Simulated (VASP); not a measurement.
**AlP: G0W0 quasiparticle levels with PBE**

The system is AlP.

```
Al P
1.0
     0.00000    2.73926    2.73926
     2.73926    0.00000    2.73926
     2.73926    2.73926    0.00000
Al P
1 1
Direct
  0.00000 0.00000 0.00000
  0.25000 0.25000 0.25000
```

- Program: VASP 6.6.1
- Task: G0W0 quasiparticle levels
- Functional: PBE
- Potentials or basis: VASP PAW PBE potentials, release 64 (Al_GW, P_GW)
- Cutoff: 500 eV
- k mesh: 4 × 4 × 4
- Occupations: gaussian, width 0.01 eV
- Spin: no spin polarisation
- Dipole correction: no
- GW scheme: G0W0
- GW iterations: 1
- Cutoff of the response function: 80
- Frequency points: 48
- Empty bands: 66
- Further INCAR settings: ALGO = EVGW0; EDIFF = 1e-08; NBANDS = 70

```yaml
Quasiparticle_gap: 2.14 eV
Least_direct_quasiparticle_gap: 4.08 eV
Band_gap_of_the_starting_levels_on_the_mesh: 1.58 eV
Least_direct_gap_of_the_starting_levels_on_the_mesh: 3.21 eV
```

It took 36 s on 1 thread of AMD EPYC 9R45 96-Core Processor (Zen 5), on a shared host, peak memory 0.35 GiB.

Caveat: the k points lie up to 0.50 Å⁻¹ apart; bands, screening cutoff and mesh are small and nothing is extrapolated, so the quasiparticle values aren't converged.
